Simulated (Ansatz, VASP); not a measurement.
TaN in VASP and in Ansatz

```xyz
2
Lattice="2.9823 0.0000 0.0000 -1.4912 2.5828 0.0000 0.0000 0.0000 2.8699" Properties=species:S:1:pos:R:3 pbc="T T T"
Ta    0.0000    1.7219    1.4350
N     0.0000    0.0000    0.0000
```

Alike in both runs: task single point; functional PBEsol; k mesh 21 × 21 × 18; occupations gaussian, width 0.15 eV; no spin polarisation.

```csv
,VASP,Ansatz
version,VASP 6.6.1,Ansatz 0.2.0
potentials or method,"VASP PAW PBE potentials, release 64 (Ta_pv, N), cutoff 520 eV","scalar-relativistic, plane waves, PAW"
valence electrons in the cell,16,18
```

```tsv
	VASP	Ansatz	Ansatz less VASP
gap on the k mesh at the Fermi level (eV)	none	none	-
pressure (GPa)	-11.8	-12.5	-0.67
traceless stress, the component that is largest in VASP (GPa)	7.23	7.11	-0.121
```

VASP's potentials were made for PBE, not for PBEsol. A gap of «none» marks a metal or a gap that the smearing closes. The functional is the same, so the differences come from potentials, cutoffs and numerics. VASP's potentials hold 16 valence electrons a cell and Ansatz's 18, so a difference there can come from the potentials and not from the codes.

Spin-orbit coupling is off throughout.
